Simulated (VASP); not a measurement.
# As3Se (P-6m2) in VASP: a series of runs

As3Se is run at these levels: PBE; tasks: single point.

All numbers are computed with VASP 6.6.1; they aren't measurements. Logs are shortened: lines on timing, memory, paths and dates and some standing lists are left out, and cuts for length are marked.

**1. The cell of the first run**

The structure is hexagonal, space group P-6m2 (No. 187). The conventional cell has a = 3.171 Å, b = 3.171 Å, c = 9.053 Å, α = 90.00°, β = 90.00°, γ = 120.00°. Within 3.9 Å of As (site symmetry -6m2) lie 12 As at 2.97 to 3.17 Å. Within 3.8 Å of As (site symmetry 3m) lie 3 Se at 2.85 Å and 9 As at 2.97 to 3.17 Å. Se (site symmetry -6m2) has 6 As at 2.85 Å and 6 Se at 3.17 Å within 3.8 Å.

**2. Single point, PBE**

Contents of INCAR:

```
PREC = Accurate
ENCUT = 500
EDIFF = 1E-6
ISMEAR = 0
SIGMA = 0.2
LREAL = F
LASPH = T
NELM = 120
ALGO = Normal
ISIF = 2
LWAVE = F
LCHARG = T
GGA = PE
LELF = T
LVHAR = T
NBANDS = 18
GGA_COMPAT = F
```

Contents of KPOINTS:

```
Automatic mesh
0
Gamma
  7 7 2
```

Contents of POSCAR:

```
As3Se
1.0
    3.1714800146      0.0000000000      0.0000000000
   -1.5857400073      2.7465822602      0.0000000000
    0.0000000000      0.0000000000      9.0530844119
As Se
3 1
Direct
    0.0000000000      0.0000000000      0.5000000000
    0.3333333333      0.6666666667      0.2418415794
    0.3333333333      0.6666666667      0.7581584206
    0.0000000000      0.0000000000      0.0000000000
```

Potentials or basis: VASP PAW PBE potentials, release 64 (As, Se).

Run with:

```
$ cat potpaw_PBE.64/As/POTCAR potpaw_PBE.64/Se/POTCAR > POTCAR
$ mpirun -np 1 vasp_std > vasp.out
```

OUTCAR:

```text
PREC = Accurate
   ENCUT = 500
   EDIFF = 1E-6
   ISMEAR = 0
   LREAL = F
   LASPH = T
   NELM = 120
   ISIF = 2
   GGA = PE

 ion  position               nearest neighbor table
   1  0.000  0.000  0.500-
   2  0.333  0.667  0.242-   4 2.85   4 2.85   4 2.85
   3  0.333  0.667  0.758-   4 2.85   4 2.85   4 2.85
   4  0.000  0.000  0.000-   2 2.85   3 2.85   2 2.85   3 2.85   2 2.85   3 2.85

  LATTYP: Found a hexagonal cell.
 ALAT       =     3.1714800146
 C/A-ratio  =     2.8545298631

  Lattice vectors:

 A1 = (   3.1714800146,   0.0000000000,   0.0000000000)
 A2 = (  -1.5857400073,   2.7465822602,   0.0000000000)
 A3 = (   0.0000000000,   0.0000000000,   9.0530844119)

Analysis of symmetry for initial positions (statically):
=====================================================================
 Subroutine PRICEL returns:
 Original cell was already a primitive cell.

 Routine SETGRP: Setting up the symmetry group for a
 hexagonal supercell.

 Subroutine GETGRP returns: Found 12 space group operations
 (whereof 12 operations were pure point group operations)
 out of a pool of 24 trial point group operations.

The static configuration has the point symmetry D_3h.

Analysis of symmetry for dynamics (positions and initial velocities):
=====================================================================
 Subroutine PRICEL returns:
 Original cell was already a primitive cell.

 Routine SETGRP: Setting up the symmetry group for a
 hexagonal supercell.

 Subroutine GETGRP returns: Found 12 space group operations
 (whereof 12 operations were pure point group operations)
 out of a pool of 24 trial point group operations.

The dynamic configuration has the point symmetry D_3h.

 Subroutine INISYM returns: Found 12 space group operations
 (whereof 12 operations are pure point group operations),
 and found     1 'primitive' translations

----------------------------------------------------------------------------------------

                                     Primitive cell

  volume of cell :      78.8590

  direct lattice vectors                    reciprocal lattice vectors
     3.171480015  0.000000000  0.000000000     0.315310201  0.182044429  0.000000000
    -1.585740007  2.746582260  0.000000000     0.000000000  0.364088859  0.000000000
     0.000000000  0.000000000  9.053084412     0.000000000  0.000000000  0.110459591

  length of vectors
     3.171480015  3.171480015  9.053084412     0.364088859  0.364088859  0.110459591

  position of ions in fractional coordinates (direct lattice)
     0.000000000  0.000000000  0.500000000
     0.333333333  0.666666667  0.241841579
     0.333333333  0.666666667  0.758158421
     0.000000000  0.000000000  0.000000000

  ion indices of the primitive-cell ions
   primitive index   ion index
                 1           1
                 2           2
                 3           3
                 4           4

----------------------------------------------------------------------------------------

 KPOINTS: Automatic mesh

Automatic generation of k-mesh.
 Grid dimensions read from file:
 generate k-points for:    7    7    2

 Generating k-lattice:

  Cartesian coordinates                     Fractional coordinates (reciprocal lattice)
     0.045044314  0.026006347  0.000000000     0.142857143 -0.000000000  0.000000000
     0.000000000  0.052012694  0.000000000     0.000000000  0.142857143  0.000000000
     0.000000000  0.000000000  0.055229795     0.000000000  0.000000000  0.500000000

  Length of vectors
     0.052012694  0.052012694  0.055229795

  Shift w.r.t. Gamma in fractional coordinates (k-lattice)
     0.000000000  0.000000000  0.000000000

 Subroutine IBZKPT returns following result:
 ===========================================

 Found     16 irreducible k-points:

 Following reciprocal coordinates:
            Coordinates               Weight
  0.000000  0.000000  0.000000      1.000000
  0.142857  0.000000  0.000000      6.000000
  0.285714  0.000000  0.000000      6.000000
  0.428571  0.000000  0.000000      6.000000
  0.142857  0.142857  0.000000      6.000000
  0.285714  0.142857  0.000000     12.000000
[... 8 lines left out ...]
  0.428571  0.142857  0.500000      6.000000
  0.285714  0.285714  0.500000      6.000000
   k-points           NKPTS =     16   k-points in BZ     NKDIM =     16   number of bands    NBANDS=     18
   number of dos      NEDOS =    301   number of ions     NIONS =      4
   total plane-waves  NPLWV =  40320
   dimension x,y,z NGX =    24 NGY =   24 NGZ =   70
   dimension x,y,z NGXF=    48 NGYF=   48 NGZF=  140
   ions per type =               3   1
   NGX,Y,Z   is equivalent  to a cutoff of  12.58, 12.58, 12.85 a.u.
   NGXF,Y,Z  is equivalent  to a cutoff of  25.16, 25.16, 25.71 a.u.
 SYSTEM =  unknown system
   PREC   = accura    normal or accurate (medium, high low for compatibility)
   ISTART =      0    job   : 0-new  1-cont  2-samecut
   ICHARG =      2    charge: 1-file 2-atom 10-const
   ISPIN  =      1    spin polarized calculation?
   LNONCOLLINEAR =      F non collinear calculations
   LSORBIT =      F    spin-orbit coupling
   LASPH  =      T    aspherical Exc in radial PAW
   ENCUT  =  500.0 eV  36.75 Ry    6.06 a.u.   5.78  5.78 16.51*2*pi/ulx,y,z
   NELM   =    120;   NELMIN=  2; NELMDL= -5     # of ELM steps
   EDIFF  = 0.1E-05   stopping-criterion for ELM
   LREAL  =      F    real-space projection
   EDIFFG = 0.1E-04   stopping-criterion for IOM
   NSW    =      0    number of steps for IOM
   IBRION =     -1    ionic relax: 0-MD 1-quasi-New 2-CG
   NFREE  =      0    steps in history (QN), initial steepest desc. (CG)
   ISIF   =      2    stress and relaxation
   ISYM   =      2    0-nonsym 1-usesym 2-fastsym
   POTIM  = 0.5000    time-step for ionic-motion
   TEBEG  =    0.0;   TEEND  =   0.0 temperature during run
   PSTRESS=    0.0 pullay stress
   NELECT =      21.0000    total number of electrons
   NUPDOWN=      -1.0000    fix difference up-down
   EMIN   =  10.00;   EMAX   =-10.00  energy-range for DOS
   EFERMI =   0.00;   METHOD = LEGACY
   ISMEAR =     0;   SIGMA  =   0.20  broadening in eV -4-tet -1-fermi 0-gaus
   EFERMI_NEDOS =   21; number of points for ismear=-14 and -15
   IALGO  =     38    algorithm
   IMIX   =      4    mixing-type and parameters
     AMIX     =   0.40;   BMIX     =  1.00
     AMIX_MAG =   1.60;   BMIX_MAG =  1.00
  volume/ion in A,a.u.               =      19.71       133.04
  Fermi-wavevector in a.u.,A,eV,Ry     =   1.053249  1.990351 15.093386  1.109333
  Thomas-Fermi vector in A             =   2.188363
   LORBIT       =      0    0 simple, 1 ext, 2 COOP (PROOUT), +10 PAW based schemes
   GGA     = PE    functional components
   LHFCALC =     F    Hartree Fock is set to
   AEXX    =    0.0000 exact exchange contribution
   IVDW    =     0    specifies the selected vdW correction
   LEPSILON=     F    determine dielectric tensor
   LRPA    =     F    only Hartree local field effects (RPA)
 non-spin polarized calculation
 Gauss-broadening in eV      SIGMA  =   0.20
  energy-cutoff  :      500.00
  volume of cell :       78.86
 maximum number of plane-waves:      2022
 NGX is ok and might be reduce to    24
   NGX = 11   NGY = 11   NGZ = 33

 number of electron      21.0000002 magnetization

 Free energy of the ion-electron system (eV)
  ---------------------------------------------------
  ext. energy  EPLUGINS =         0.00000000
  ---------------------------------------------------
  free energy    TOTEN  =       -15.55224787 eV

  energy without entropy =      -15.51820628  energy(sigma->0) =      -15.53522707

 E-fermi :   6.0076     XC(G=0): -10.6363

 val. band max:        5.9590820181   @ k =   0.2857   0.1429   0.0000
 cond. band min:       6.0639549141   @ k =   0.1429   0.0000   0.0000
 fundamental gap:      0.1048728960
 Fermi energy:         6.0075877168

 k-point     1 :       0.0000    0.0000    0.0000
  band No.  band energies     occupation
      1      -9.7192      2.00000
      2      -7.5482      2.00000
      3      -7.0771      2.00000
      4      -3.6822      2.00000
      5      -0.2247      2.00000
      6       6.0963      0.53045
[... 10 lines left out ...]
     17      13.0121      0.00000
     18      15.0239      0.00000

 k-point     2 :       0.1429    0.0000    0.0000
  band No.  band energies     occupation
      1      -9.3854      2.00000
      2      -7.2065      2.00000
      3      -6.7236      2.00000
      4      -3.4573      2.00000
      5       0.1435      2.00000
      6       4.7389      2.00000
[... 10 lines left out ...]
     17      13.9266      0.00000
     18      14.5937      0.00000

 k-point     3 :       0.2857    0.0000    0.0000
  band No.  band energies     occupation
      1      -8.4431      2.00000
      2      -6.2376      2.00000
      3      -5.7120      2.00000
      4      -3.0489      2.00000
      5       1.1911      2.00000
      6       1.9999      2.00000
[... 10 lines left out ...]
     17      11.9853      0.00000
     18      13.2763      0.00000

 k-point     4 :       0.4286    0.0000    0.0000
  band No.  band energies     occupation
      1      -7.2528      2.00000
      2      -4.9841      2.00000
      3      -4.3813      2.00000
      4      -3.4418      2.00000
      5       0.2183      2.00000
      6       0.4314      2.00000
[... 10 lines left out ...]
     17      10.8370      0.00000
     18      13.3312      0.00000

 k-point     5 :       0.1429    0.1429    0.0000
  band No.  band energies     occupation
      1      -8.7442      2.00000
      2      -6.5480      2.00000
      3      -6.0380      2.00000
      4      -3.1198      2.00000
      5       0.8585      2.00000
      6       3.0058      2.00000
[... 10 lines left out ...]
     17      14.4086      0.00000
     18      14.8128      0.00000

 k-point     6 :       0.2857    0.1429    0.0000
  band No.  band energies     occupation
      1      -7.6243      2.00000
      2      -5.3853      2.00000
      3      -4.8096      2.00000
      4      -3.0537      2.00000
      5       1.1484      2.00000
      6       1.5350      2.00000
[... 10 lines left out ...]
     17      13.3332      0.00000
     18      13.4402      0.00000

 k-point     7 :       0.4286    0.1429    0.0000
  band No.  band energies     occupation
      1      -6.8362      2.00000
      2      -4.4973      2.00000
      3      -3.8951      2.00000
      4      -3.6000      2.00000
      5       0.0768      2.00000
      6       0.1956      2.00000
[... 10 lines left out ...]
     17      12.8109      0.00000
     18      12.9221      0.00000

 k-point     8 :       0.2857    0.2857    0.0000
  band No.  band energies     occupation
      1      -6.7019      2.00000
      2      -4.3476      2.00000
      3      -3.7451      2.00000
      4      -3.3947      2.00000
      5       0.6206      2.00000
      6       0.7727      2.00000
[... 10 lines left out ...]
     17      11.4666      0.00000
     18      16.0946      0.00000
[... 61 lines left out ...]
     17      12.4765      0.00000
     18      12.6597      0.00000

 k-point    12 :       0.4286    0.0000    0.5000
  band No.  band energies     occupation
      1      -7.2332      2.00000
      2      -5.2347      2.00000
      3      -4.0968      2.00000
      4      -3.3611      2.00000
      5      -0.0427      2.00000
      6       0.1536      2.00000
[... 10 lines left out ...]
     17      11.4728      0.00000
     18      11.7128      0.00000

 k-point    13 :       0.1429    0.1429    0.5000
  band No.  band energies     occupation
      1      -8.6929      2.00000
      2      -7.0961      2.00000
      3      -4.7354      2.00000
      4      -4.2604      2.00000
      5       2.0050      2.00000
      6       2.1858      2.00000
[... 10 lines left out ...]
     17      14.5005      0.00000
     18      14.8348      0.00000

 k-point    14 :       0.2857    0.1429    0.5000
  band No.  band energies     occupation
      1      -7.5942      2.00000
      2      -5.7671      2.00000
      3      -4.0792      2.00000
      4      -3.3860      2.00000
      5       0.5893      2.00000
      6       0.9481      2.00000
[... 10 lines left out ...]
     17      13.5567      0.00000
     18      14.0498      0.00000

 k-point    15 :       0.4286    0.1429    0.5000
  band No.  band energies     occupation
      1      -6.8267      2.00000
      2      -4.5517      2.00000
      3      -4.0291      2.00000
      4      -3.3992      2.00000
      5       0.1933      2.00000
      6       0.3493      2.00000
[... 10 lines left out ...]
     17      13.1626      0.00000
     18      13.7566      0.00000

 k-point    16 :       0.2857    0.2857    0.5000
  band No.  band energies     occupation
      1      -6.6937      2.00000
      2      -4.3853      2.00000
      3      -3.8724      2.00000
      4      -3.2219      2.00000
      5       0.8825      2.00000
      6       1.0414      2.00000
[... 10 lines left out ...]
     17      13.5840      0.00000
     18      13.7450      0.00000

------------------------ aborting loop because EDIFF is reached ----------------------------------------

  FORCE on cell =-STRESS in cart. coord.  units (eV):
  Direction    XX          YY          ZZ          XY          YZ          ZX
  --------------------------------------------------------------------------------------
  -------------------------------------------------------------------------------------
  Total       -0.0473854     -0.0473854      0.0050554      0.0000000      0.0000000      0.0000000
  in kB       -0.9627279     -0.9627279      0.1027112      0.0000000      0.0000000      0.0000000
  external PRESSURE =      -0.6075816 kB  Pullay stress =       0.0000000 kB

 VOLUME and BASIS-vectors are now :
 -----------------------------------------------------------------------------
  energy-cutoff  :      500.00
  volume of cell :       78.86
      direct lattice vectors                 reciprocal lattice vectors
     3.171480015  0.000000000  0.000000000     0.315310201  0.182044429  0.000000000
    -1.585740007  2.746582260  0.000000000     0.000000000  0.364088859  0.000000000
     0.000000000  0.000000000  9.053084412     0.000000000  0.000000000  0.110459591

 POSITION                                       TOTAL-FORCE (eV/Angst)
 -----------------------------------------------------------------------------------
      0.00000      0.00000      4.52654         0.000000      0.000000      0.000000
     -0.00000      1.83105      2.18941         0.000000     -0.000000     -0.002027
     -0.00000      1.83105      6.86367         0.000000      0.000000      0.002027
      0.00000      0.00000      0.00000        -0.000000      0.000000      0.000000
 -----------------------------------------------------------------------------------
    total drift:                                0.000000     -0.000000     -0.000000

  FREE ENERGIE OF THE ION-ELECTRON SYSTEM (eV)
  ---------------------------------------------------
  free  energy   TOTEN  =       -15.5522478680 eV

  energy  without entropy=      -15.5182062775  energy(sigma->0) =      -15.53522707
```

Run time: 11 s. Hardware: 1 thread of Intel Xeon 6975P-C (Granite Rapids), shared host; peak memory 0.19 GiB.

What came out:

| Property | Result |
| --- | --- |
| Free energy | -15.5522 eV |
| Pressure | -0.1 GPa |

Forces in eV/Å, atoms in the order of the input:
```
As   0.000  0.000  0.000
As   0.000  0.000 -0.002
As   0.000  0.000  0.002
Se   0.000  0.000  0.000
```

Levels at points of the mesh, in eV from the Fermi level:
```tsv
k point	band 8	band 9	band 10	band 11	band 12	band 13
(0.00, 0.00, 0.00)	1.02	1.02	3.02	3.02	3.48	3.48
(0.00, 0.00, 0.50)	1.03	2.82	2.82	3.76	3.76	4.04
```

**3. Single point, PBE**

Contents of INCAR:

```
SYSTEM = As3Se
PREC = Accurate
ENCUT = 500
EDIFF = 1E-6
ISMEAR = 0
SIGMA = 0.2
LREAL = .False.
LASPH = .True.
NELM = 120
ALGO = Normal
ISIF = 2
LWAVE = .False.
LCHARG = .True.
GGA = PE
LELF = .True.
LVHAR = .True.
NBANDS = 18
GGA_COMPAT = .False.
```

Contents of KPOINTS:

```
Automatic mesh
0
Gamma
  7 7 2
  0 0 0
```

Contents of POSCAR:

```
As3Se
1.0
    3.1649023164      0.0000000029      0.0000000000
   -1.5824511607      2.7408858050      0.0000000000
    0.0000000000      0.0000000000      9.0760323276
As Se
3 1
Direct
    0.6666666667      0.3333333333      0.5000000000
    0.3333333333      0.6666666667      0.2422948199
    0.3333333333      0.6666666667      0.7577051801
    0.6666666667      0.3333333333      0.0000000000
```

Potentials or basis: VASP PAW PBE potentials, release 64 (As, Se).

Run with:

```
$ cat potpaw_PBE.64/As/POTCAR potpaw_PBE.64/Se/POTCAR > POTCAR
$ mpirun -np 1 vasp_std > vasp.out
```

It took 11 s on 1 thread of Intel Xeon 6975P-C (Granite Rapids), shared host; peak memory 0.18 GiB.

The run converged. Its results:

```yaml
Free_energy: -15.5517 eV
Pressure: 0.0 GPa
Largest_force: 0.043 eV/Å
```

Forces on the atoms (eV/Å):
```
As   0.000  0.000  0.000
As   0.000  0.000 -0.043
As   0.000  0.000  0.043
Se   0.000  0.000  0.000
```

Stress tensor (GPa, compression positive):
```
 0.18  0.00  0.00
 0.00  0.18  0.00
 0.00  0.00 -0.36
```

Levels at points of the mesh, in eV from the Fermi level:
```csv
k point,band 8,band 9,band 10,band 11,band 12,band 13
"(0.00, 0.00, 0.00)",1.09,1.09,3.06,3.06,3.53,3.53
"(0.00, 0.00, 0.50)",1.10,2.87,2.87,3.81,3.81,4.02
```
